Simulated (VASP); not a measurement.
# Ge in VASP: further runs

Ge is run at these levels: LDA; tasks: single point.

Program: VASP 6.6.1. These are calculated values, not measurements. Logs are shortened: lines on timing, memory, paths and dates and some standing lists are left out, and cuts for length are marked.

### 1 The cell of the first run

It takes space group Fd-3m (No. 227, cubic). The conventional cell has a = 5.732 Å, b = 5.732 Å, c = 5.732 Å, α = 90.00°, β = 90.00°, γ = 90.00°. Within 3.3 Å of Ge (site symmetry -43m) lie 4 Ge at 2.48 Å.

### 2 Single point, LDA (volume scaled by 1.04)

File INCAR:

```
PREC = Accurate
ENCUT = 520
EDIFF = 1E-6
ISMEAR = -1
SIGMA = 0.05
LREAL = False
LASPH = True
NELM = 80
ALGO = Normal
ISIF = 2
LWAVE = False
LCHARG = False
NBANDS = 21
```

File KPOINTS:

```
Automatic mesh
0
Gamma
  10 10 10
```

File POSCAR:

```
Ge
1.0
    0.0000000000      2.8659949267      2.8659949267
    2.8659949267      0.0000000000      2.8659949267
    2.8659949267      2.8659949267      0.0000000000
Ge
2
Direct
    0.5000000000      0.5000000000      0.5000000000
    0.7500000000      0.7500000000      0.7500000000
```

Potentials or basis: VASP PAW LDA potentials, release 64 (Ge_d).

The run is started by

```
> cat potpaw_LDA.64/Ge_d/POTCAR > POTCAR
> mpirun -np 1 vasp_std > vasp.out
```

OUTCAR:

```text
PREC = Accurate
   ENCUT = 520
   EDIFF = 1E-6
   ISMEAR = -1
   LREAL = False
   LASPH = True
   NELM = 80
   ISIF = 2

 ion  position               nearest neighbor table
   1  0.500  0.500  0.500-   2 2.48   2 2.48   2 2.48   2 2.48
   2  0.750  0.750  0.750-   1 2.48   1 2.48   1 2.48   1 2.48

  LATTYP: Found a face centered cubic cell.
 ALAT       =     5.7319898534

  Lattice vectors:

 A1 = (   0.0000000000,   2.8659949267,   2.8659949267)
 A2 = (   2.8659949267,   0.0000000000,   2.8659949267)
 A3 = (   2.8659949267,   2.8659949267,   0.0000000000)

Analysis of symmetry for initial positions (statically):
=====================================================================
 Subroutine PRICEL returns:
 Original cell was already a primitive cell.

 Routine SETGRP: Setting up the symmetry group for a
 face centered cubic supercell.

 Subroutine GETGRP returns: Found 48 space group operations
 (whereof 24 operations were pure point group operations)
 out of a pool of 48 trial point group operations.

The static configuration has the point symmetry T_d .
 The point group associated with its full space group is O_h .

Analysis of symmetry for dynamics (positions and initial velocities):
=====================================================================
 Subroutine PRICEL returns:
 Original cell was already a primitive cell.

 Routine SETGRP: Setting up the symmetry group for a
 face centered cubic supercell.

 Subroutine GETGRP returns: Found 48 space group operations
 (whereof 24 operations were pure point group operations)
 out of a pool of 48 trial point group operations.

The dynamic configuration has the point symmetry T_d .
 The point group associated with its full space group is O_h .

 Subroutine INISYM returns: Found 48 space group operations
 (whereof 24 operations are pure point group operations),
 and found     1 'primitive' translations

----------------------------------------------------------------------------------------

                                     Primitive cell

  volume of cell :      47.0821

  direct lattice vectors                    reciprocal lattice vectors
     0.000000000  2.865994927  2.865994927    -0.174459485  0.174459485  0.174459485
     2.865994927  0.000000000  2.865994927     0.174459485 -0.174459485  0.174459485
     2.865994927  2.865994927  0.000000000     0.174459485  0.174459485 -0.174459485

  length of vectors
     4.053128895  4.053128895  4.053128895     0.302172693  0.302172693  0.302172693

  position of ions in fractional coordinates (direct lattice)
     0.500000000  0.500000000  0.500000000
     0.750000000  0.750000000  0.750000000

  ion indices of the primitive-cell ions
   primitive index   ion index
                 1           1
                 2           2

----------------------------------------------------------------------------------------

 KPOINTS: Automatic mesh

Automatic generation of k-mesh.
 Grid dimensions read from file:
 generate k-points for:   10   10   10

 Generating k-lattice:

  Cartesian coordinates                     Fractional coordinates (reciprocal lattice)
    -0.017445949  0.017445949  0.017445949     0.100000000  0.000000000  0.000000000
     0.017445949 -0.017445949  0.017445949     0.000000000  0.100000000  0.000000000
     0.017445949  0.017445949 -0.017445949     0.000000000  0.000000000  0.100000000

  Length of vectors
     0.030217269  0.030217269  0.030217269

  Shift w.r.t. Gamma in fractional coordinates (k-lattice)
     0.000000000  0.000000000  0.000000000

 Subroutine IBZKPT returns following result:
 ===========================================

 Found     47 irreducible k-points:

 Following reciprocal coordinates:
            Coordinates               Weight
  0.000000  0.000000  0.000000      1.000000
  0.100000  0.000000  0.000000      8.000000
  0.200000  0.000000  0.000000      8.000000
  0.300000  0.000000  0.000000      8.000000
  0.400000  0.000000  0.000000      8.000000
  0.500000  0.000000  0.000000      4.000000
[... 16 lines left out ...]
  0.300000  0.300000  0.000000      6.000000
  0.400000  0.300000  0.000000     24.000000
 [... further k-points ...]
   k-points           NKPTS =     47   k-points in BZ     NKDIM =     47   number of bands    NBANDS=     21
   number of dos      NEDOS =    301   number of ions     NIONS =      2
   total plane-waves  NPLWV =  27000
   dimension x,y,z NGX =    30 NGY =   30 NGZ =   30
   dimension x,y,z NGXF=    60 NGYF=   60 NGZF=   60
   ions per type =               2
   NGX,Y,Z   is equivalent  to a cutoff of  12.31, 12.31, 12.31 a.u.
   NGXF,Y,Z  is equivalent  to a cutoff of  24.61, 24.61, 24.61 a.u.
 SYSTEM =  unknown system
   PREC   = accura    normal or accurate (medium, high low for compatibility)
   ISTART =      0    job   : 0-new  1-cont  2-samecut
   ICHARG =      2    charge: 1-file 2-atom 10-const
   ISPIN  =      1    spin polarized calculation?
   LNONCOLLINEAR =      F non collinear calculations
   LSORBIT =      F    spin-orbit coupling
   LASPH  =      T    aspherical Exc in radial PAW
   ENCUT  =  520.0 eV  38.22 Ry    6.18 a.u.   7.54  7.54  7.54*2*pi/ulx,y,z
   NELM   =     80;   NELMIN=  2; NELMDL= -5     # of ELM steps
   EDIFF  = 0.1E-05   stopping-criterion for ELM
   LREAL  =      F    real-space projection
   EDIFFG = 0.1E-04   stopping-criterion for IOM
   NSW    =      0    number of steps for IOM
   IBRION =     -1    ionic relax: 0-MD 1-quasi-New 2-CG
   NFREE  =      0    steps in history (QN), initial steepest desc. (CG)
   ISIF   =      2    stress and relaxation
   ISYM   =      2    0-nonsym 1-usesym 2-fastsym
   POTIM  = 0.5000    time-step for ionic-motion
   TEBEG  =    0.0;   TEEND  =   0.0 temperature during run
   PSTRESS=    0.0 pullay stress
   NELECT =      28.0000    total number of electrons
   NUPDOWN=      -1.0000    fix difference up-down
   EMIN   =  10.00;   EMAX   =-10.00  energy-range for DOS
   EFERMI =   0.00;   METHOD = LEGACY
   ISMEAR =    -1;   SIGMA  =   0.05  broadening in eV -4-tet -1-fermi 0-gaus
   EFERMI_NEDOS =   21; number of points for ismear=-14 and -15
   IALGO  =     38    algorithm
   IMIX   =      4    mixing-type and parameters
     AMIX     =   0.40;   BMIX     =  1.00
     AMIX_MAG =   1.60;   BMIX_MAG =  1.00
  volume/ion in A,a.u.               =      23.54       158.86
  Fermi-wavevector in a.u.,A,eV,Ry     =   1.376709  2.601602 25.787491  1.895327
  Thomas-Fermi vector in A             =   2.501929
   LORBIT       =      0    0 simple, 1 ext, 2 COOP (PROOUT), +10 PAW based schemes
   GGA     = CA    functional components
   LHFCALC =     F    Hartree Fock is set to
   AEXX    =    0.0000 exact exchange contribution
   IVDW    =     0    specifies the selected vdW correction
   LEPSILON=     F    determine dielectric tensor
   LRPA    =     F    only Hartree local field effects (RPA)
 non-spin polarized calculation
  energy-cutoff  :      520.00
  volume of cell :       47.08
 maximum number of plane-waves:      1295
   NGX = 15   NGY = 15   NGZ = 15

 number of electron      27.9999990 magnetization

 Free energy of the ion-electron system (eV)
  ---------------------------------------------------
  ext. energy  EPLUGINS =         0.00000000
  ---------------------------------------------------
  free energy    TOTEN  =       -10.35957007 eV

  energy without entropy =      -10.35835078  energy(sigma->0) =      -10.35896043

 E-fermi :   4.2816     XC(G=0): -10.1058

 val. band max:        4.1314548827   @ k =   0.1000   0.0000   0.0000
 cond. band min:       4.2995697635   @ k =   0.5000   0.0000   0.0000
 fundamental gap:      0.1681148808
 Fermi energy:         4.2815965499

 k-point     1 :       0.0000    0.0000    0.0000
  band No.  band energies     occupation
      1     -20.5383      2.00000
      2     -20.5383      2.00000
      3     -20.5383      2.00000
      4     -20.5044      2.00000
      5     -20.5044      2.00000
      6     -20.3141      2.00000
[... 13 lines left out ...]
     20      13.7921      0.00000
     21      13.7921      0.00000

 k-point     2 :       0.1000    0.0000    0.0000
  band No.  band energies     occupation
      1     -20.5433      2.00000
      2     -20.5433      2.00000
      3     -20.5368      2.00000
      4     -20.4975      2.00000
      5     -20.4975      2.00000
      6     -20.3228      2.00000
[... 13 lines left out ...]
     20      13.0689      0.00000
     21      13.0689      0.00000

 k-point     3 :       0.2000    0.0000    0.0000
  band No.  band energies     occupation
      1     -20.5514      2.00000
      2     -20.5514      2.00000
      3     -20.5328      2.00000
      4     -20.4848      2.00000
      5     -20.4848      2.00000
      6     -20.3339      2.00000
[... 13 lines left out ...]
     20      12.5653      0.00000
     21      12.5653      0.00000

 k-point     4 :       0.3000    0.0000    0.0000
  band No.  band energies     occupation
      1     -20.5570      2.00000
      2     -20.5570      2.00000
      3     -20.5277      2.00000
      4     -20.4742      2.00000
      5     -20.4742      2.00000
      6     -20.3420      2.00000
[... 13 lines left out ...]
     20      12.9062      0.00000
     21      12.9062      0.00000

 k-point     5 :       0.4000    0.0000    0.0000
  band No.  band energies     occupation
      1     -20.5597      2.00000
      2     -20.5597      2.00000
      3     -20.5235      2.00000
      4     -20.4684      2.00000
      5     -20.4684      2.00000
      6     -20.3460      2.00000
[... 13 lines left out ...]
     20      14.0726      0.00000
     21      14.0726      0.00000
[... 382 lines left out ...]
     20      13.3895      0.00000
     21      15.3976      0.00000

 k-point    22 :      -0.2000    0.2000    0.0000
  band No.  band energies     occupation
      1     -20.5647      2.00000
      2     -20.5647      2.00000
      3     -20.5135      2.00000
      4     -20.4753      2.00000
      5     -20.4548      2.00000
      6     -20.3640      2.00000
[... 13 lines left out ...]
     20      13.8604      0.00000
     21      14.4166      0.00000

 k-point    23 :       0.3000    0.3000    0.0000
  band No.  band energies     occupation
      1     -20.5596      2.00000
      2     -20.5596      2.00000
      3     -20.5376      2.00000
      4     -20.4617      2.00000
      5     -20.4243      2.00000
      6     -20.4131      2.00000
[... 13 lines left out ...]
     20      15.1303      0.00000
     21      15.2924      0.00000

 k-point    24 :       0.4000    0.3000    0.0000
  band No.  band energies     occupation
      1     -20.5687      2.00000
      2     -20.5638      2.00000
      3     -20.5227      2.00000
      4     -20.4481      2.00000
      5     -20.4290      2.00000
      6     -20.4089      2.00000
[... 13 lines left out ...]
     20      15.5704      0.00000
     21      15.9730      0.00000

 [... further k-points ...]

------------------------ aborting loop because EDIFF is reached ----------------------------------------

  FORCE on cell =-STRESS in cart. coord.  units (eV):
  Direction    XX          YY          ZZ          XY          YZ          ZX
  --------------------------------------------------------------------------------------
  -------------------------------------------------------------------------------------
  Total       -1.0219533     -1.0219533     -1.0219533     -0.0000000     -0.0000000     -0.0000000
  in kB      -34.7764606    -34.7764606    -34.7764606     -0.0000000     -0.0000000     -0.0000000
  external PRESSURE =     -34.7764606 kB  Pullay stress =       0.0000000 kB

 VOLUME and BASIS-vectors are now :
 -----------------------------------------------------------------------------
  energy-cutoff  :      520.00
  volume of cell :       47.08
      direct lattice vectors                 reciprocal lattice vectors
     0.000000000  2.865994927  2.865994927    -0.174459485  0.174459485  0.174459485
     2.865994927  0.000000000  2.865994927     0.174459485 -0.174459485  0.174459485
     2.865994927  2.865994927  0.000000000     0.174459485  0.174459485 -0.174459485

 POSITION                                       TOTAL-FORCE (eV/Angst)
 -----------------------------------------------------------------------------------
      2.86599      2.86599      2.86599         0.000000      0.000000      0.000000
      4.29899      4.29899      4.29899        -0.000000     -0.000000     -0.000000
 -----------------------------------------------------------------------------------
    total drift:                                0.000000     -0.000000     -0.000000

  FREE ENERGIE OF THE ION-ELECTRON SYSTEM (eV)
  ---------------------------------------------------
  free  energy   TOTEN  =       -10.3595700668 eV

  energy  without entropy=      -10.3583507835  energy(sigma->0) =      -10.35896043
```

Run time: 32 s. Hardware: 1 thread of Intel Xeon 6975P-C, shared host; peak memory 0.17 GiB.

What came out:

| Item | Value |
| --- | --- |
| Free energy | -10.3596 eV |
| Pressure | -3.5 GPa |
| Band gap on the k mesh | zero (band 14 reaches 4.35 eV, above the bottom of band 15 at 4.30 eV) |

Levels at points of the mesh, in eV from the Fermi level:
```
           k point  band 10  band 11  band 12  band 13  band 14  band 15  band 16  band 17  band 18  band 19
(0.00, 0.00, 0.00)   -24.59   -12.44    -0.42     0.07     0.07     0.07     2.58     2.58     2.58     6.18
(0.50, 0.00, 0.00)   -24.56   -10.45    -7.40    -1.28    -1.28     0.02     3.76     3.76     7.01    10.21
(0.50, 0.50, 0.00)   -24.55    -8.71    -8.71    -2.87    -2.87     0.78     0.78     9.16     9.16    11.12
```

### 3 Single point, LDA (volume scaled by 1.06)

File INCAR:

```
SYSTEM = Ge
PREC     = Accurate       ! precision mode
ENCUT    = 520            ! plane-wave cutoff, eV
EDIFF    = 1E-6           ! SCF threshold, eV
ISMEAR   = -1             ! smearing method
SIGMA    = 0.05           ! smearing width, eV
LREAL    = .False.        ! projectors in reciprocal space
LASPH    = .True.         ! aspherical terms in the spheres
NELM     = 100            ! most SCF steps
ALGO     = Normal         ! electronic algorithm
ISIF     = 2              ! what is computed and relaxed
LWAVE    = .False.        ! write WAVECAR
LCHARG   = .False.        ! write CHGCAR
GGA      = CA             ! functional
NBANDS   = 21             ! bands
```

File KPOINTS:

```
Automatic mesh
0
Gamma
  10 10 10
  0 0 0
```

File POSCAR:

```
Ge
1.0
    0.0000000000      2.8842501637      2.8842501637
    2.8842501637      0.0000000000      2.8842501637
    2.8842501637      2.8842501637      0.0000000000
Ge
2
Direct
    0.5000000000      0.5000000000      0.5000000000
    0.7500000000      0.7500000000      0.7500000000
```

Potentials or basis: VASP PAW LDA potentials, release 64 (Ge_d).

The run is started by

```
> cat potpaw_LDA.64/Ge_d/POTCAR > POTCAR
> mpirun -np 1 vasp_std > vasp.out
```

Wall time 36 s (1 thread of Intel Xeon 6975P-C, shared host); peak memory 0.17 GiB.

The run converged. Its results:

```yaml
Free_energy: -10.3371 eV
Pressure: -4.5 GPa
Band_gap_on_the_k_mesh: zero (band 14 reaches 4.17 eV, above the bottom of band 15 at 4.07 eV)
```

Levels at points of the mesh, in eV from the Fermi level:
| k point | band 12 | band 13 | band 14 | band 15 | band 16 | band 17 |
| --- | --- | --- | --- | --- | --- | --- |
| (0.00, 0.00, 0.00) | -0.56 | 0.09 | 0.09 | 0.09 | 2.59 | 2.59 |
| (0.50, 0.00, 0.00) | -7.29 | -1.22 | -1.22 | -0.01 | 3.78 | 3.78 |
| (0.50, 0.50, 0.00) | -8.62 | -2.78 | -2.78 | 0.82 | 0.82 | 9.03 |

### 4 Single point, LDA (equal xy, yz and zx shear strains of -3 %)

File INCAR:

```
PREC = Accurate
ENCUT = 520
EDIFF = 1E-7
ISMEAR = -1
SIGMA = 0.05
LREAL = F
LASPH = T
NELM = 100
ALGO = Normal
ISIF = 2
LWAVE = F
LCHARG = F
GGA = CA
NBANDS = 21
```

File KPOINTS:

```
regular mesh
0
Gamma
  10 10 10
```

File POSCAR:

```
Ge
1.0
   -0.0848631000      2.7863384500      2.7863384500
    2.7863384500     -0.0848631000      2.7863384500
    2.7863384500      2.7863384500     -0.0848631000
Ge
2
Direct
    0.5000000000      0.5000000000      0.5000000000
    0.7500000000      0.7500000000      0.7500000000
```

The run is started by

```
> cat potpaw_LDA.64/Ge_d/POTCAR > POTCAR
> mpirun -np 1 vasp_std > vasp.out
```

It took 48 s on 1 thread of Intel Xeon Platinum 8488C (Sapphire Rapids), shared host; peak memory 0.21 GiB.

The run converged. Its results:

* Free energy: -10.3544 eV
* Pressure: -0.9 GPa
* Largest force: 0.511 eV/Å
* Band gap on the k mesh: zero (band 14 reaches 4.72 eV, above the bottom of band 15 at 4.45 eV)

Forces in eV/Å, atoms in the order of the input:
```
Ge  -0.295 -0.295 -0.295
Ge   0.295  0.295  0.295
```

Stress tensor (GPa, compression positive):
```
-0.88  2.56  2.56
 2.56 -0.88  2.56
 2.56  2.56 -0.88
```

Levels at points of the mesh, in eV from the Fermi level:
| k point | band 12 | band 13 | band 14 | band 15 | band 16 | band 17 |
| --- | --- | --- | --- | --- | --- | --- |
| (0.00, 0.00, 0.00) | -0.12 | 0.07 | 0.07 | 0.10 | 2.38 | 2.38 |
| (0.50, 0.00, 0.00) | -7.51 | -1.27 | -1.22 | 0.26 | 3.60 | 4.13 |
| (0.50, 0.50, 0.00) | -8.69 | -3.15 | -2.83 | 0.57 | 0.93 | 9.28 |
| (0.50, 0.50, 0.50) | -7.72 | -1.54 | -1.54 | -0.20 | 3.65 | 3.65 |

Caveat: the cell differs from its parent crystal (equal xy, yz and zx shear strains of -3 %).

### 5 Single point, LDA (equal xy, yz and zx shear strains of -1 %)

File INCAR:

```
SYSTEM = Ge
  PREC = Accurate
  ENCUT = 520
  EDIFF = 1E-6
  ISMEAR = -1
  SIGMA = 0.05
  LREAL = .FALSE.
  LASPH = .TRUE.
  NELM = 60
  ALGO = Normal
  ISIF = 2
  LWAVE = .FALSE.
  LCHARG = .FALSE.
  NBANDS = 21
```

File KPOINTS:

```
regular mesh
0
G
  10 10 10
  0 0 0
```

File POSCAR:

```
Ge
1.0
   -0.0282877000      2.8146261500      2.8146261500
    2.8146261500     -0.0282877000      2.8146261500
    2.8146261500      2.8146261500     -0.0282877000
Ge
2
Direct
    0.5000000000      0.5000000000      0.5000000000
    0.7500000000      0.7500000000      0.7500000000
```

The run is started by

```
> cat potpaw_LDA.64/Ge_d/POTCAR > POTCAR
> mpirun -np 1 vasp_std > vasp.out
```

It took 44 s on 1 thread of Intel Xeon Platinum 8488C (Sapphire Rapids), shared host; peak memory 0.2 GiB.

The run converged. Its results:

```
Free energy            : -10.3828 eV
Pressure               : -1.1 GPa
Largest force          : 0.152 eV/Å
Band gap on the k mesh : zero (band 14 reaches 4.72 eV, above the bottom of band 15 at 4.67 eV)
```

Forces on the atoms (eV/Å):
```
Ge  -0.088 -0.088 -0.088
Ge   0.088  0.088  0.088
```

Stress tensor (GPa, compression positive):
```
-1.08  0.81  0.81
 0.81 -1.08  0.81
 0.81  0.81 -1.08
```

Levels at points of the mesh, in eV from the Fermi level:
```tsv
k point	band 12	band 13	band 14	band 15	band 16	band 17
(0.00, 0.00, 0.00)	-0.12	0.02	0.02	0.04	2.48	2.48
(0.50, 0.00, 0.00)	-7.59	-1.36	-1.35	0.13	3.68	3.85
(0.50, 0.50, 0.00)	-8.85	-3.10	-3.00	0.63	0.75	9.40
(0.50, 0.50, 0.50)	-7.66	-1.45	-1.45	-0.03	3.70	3.70
```

Caveat: the cell differs from its parent crystal (equal xy, yz and zx shear strains of -1 %).

### 6 The runs side by side

```tsv
cell	gap on the mesh (eV)	pressure (GPa)	largest force (eV/Å)
a = 4.053 Å, angles 60.0°, 2 atoms	none	-3.5	-
a = 4.079 Å, angles 60.0°, 2 atoms	none	-4.5	-
a = 3.941 Å, angles 62.0°, 2 atoms	none	-0.9	0.51
a = 3.981 Å, angles 60.7°, 2 atoms	none	-1.1	0.15
```

Alike in all rows: task single point; level LDA; potentials or basis VASP PAW LDA potentials, release 64 (Ge_d); no spin polarisation; k mesh 10 × 10 × 10; cutoff (eV) 520; smearing fermi-dirac 0.05 eV.

Absolute energies hang on the potentials; compare differences alone.
